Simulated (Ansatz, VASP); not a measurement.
# One calculation of Mo, two programs

POSCAR

```
Mo
1.0
   -1.5514772677      1.5514772677      1.5514772677
    1.5514772677     -1.5514772677      1.5514772677
    1.5514772677      1.5514772677     -1.5514772677
Mo
1
Direct
    0.0000000000      0.0000000000      0.0000000000
```

The input INCAR.step1:

```
SYSTEM = Mo
ALGO = Normal
EDIFF = 1E-5
ENCUT = 520
GGA = PE
ISIF = 2
ISMEAR = -1
LASPH = .TRUE.
LREAL = .FALSE.
LWAVE = .TRUE.
NBANDS = 13
NELM = 100
PREC = Accurate
SIGMA = 0.05
```

INCAR.step2

```
SYSTEM = Mo
AEXX = 0.25
ALGO = Normal
EDIFF = 1E-6
ENCUT = 520
GGA = PE
ISIF = 2
ISMEAR = -1
ISTART = 1
LASPH = .TRUE.
LCHARG = .TRUE.
LELF = .TRUE.
LHFCALC = .TRUE.
LREAL = .FALSE.
LVHAR = .TRUE.
LWAVE = .FALSE.
NBANDS = 13
NELM = 100
PREC = Accurate
PRECFOCK = Normal
SIGMA = 0.05
```

Contents of KPOINTS:

```
k-points
0
G
  8 8 8
  0 0 0
```

input

```
crystal:
  lattice:
    - [-1.5514772677, 1.5514772677, 1.5514772677]
    - [1.5514772677, -1.5514772677, 1.5514772677]
    - [1.5514772677, 1.5514772677, -1.5514772677]
  atoms:
    - { symbol: Mo, position: [0.0, 0.0, 0.0] }
hamiltonian:
  xc: pbe0
  pseudopotentials: { kind: paw }
kpoints:
  mp_grid: { grid: [8, 8, 8] }
scf:
  occupations: { method: fermi_dirac, width: 0.05 }
output:
  forces: true
  stress: true
  eigenvalues: true
```

Alike in both runs: task single point; functional PBE0; k mesh 8 × 8 × 8; occupations fermi-dirac, width 0.05 eV; no spin polarisation.

```csv
,VASP,Ansatz
version,VASP 6.6.1,Ansatz 0.2.0
potentials or method,"VASP PAW PBE potentials, release 64 (Mo_sv)",Ansatz PAW
plane-wave cutoff (eV),520,420
valence electrons in the cell,14,14
```

|  | VASP | Ansatz | Ansatz less VASP |
| --- | --- | --- | --- |
| gap on the k mesh at the Fermi level (eV) | none | none | - |
| pressure (GPa) | 13.1 | 12.2 | -0.95 |

A gap of «none» marks a metal or a gap that the smearing closes.
